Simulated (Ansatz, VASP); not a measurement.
# One calculation of Sb, two programs

```
Sb
1.0
    -1.50500    1.50500    2.40560
     1.50500   -1.50500    2.40560
     1.50500    1.50500   -2.40560
Sb
1
Direct
  0.00000 0.00000 0.00000
```

Change from the starting cell: zz strain of -3 %.

Alike in both runs: task single point; functional PBE; k mesh 19 × 19 × 19; occupations fermi-dirac, width 0.05 eV; no spin polarisation.

```csv
,VASP,Ansatz
version,VASP 6.6.1,Ansatz 0.2.0
potentials or method,"VASP PAW PBE potentials, release 64 (Sb), cutoff 520 eV","all-electron LAPW, scalar-relativistic"
```

```tsv
	VASP	Ansatz	Ansatz less VASP
pressure (GPa)	23.4	23.4	0.00
traceless stress, the component that is largest in VASP (GPa)	-0.26	-0.19	+0.076
```

Ansatz ran all-electron here, and VASP with PAW potentials.

Neither program's run includes spin-orbit coupling.
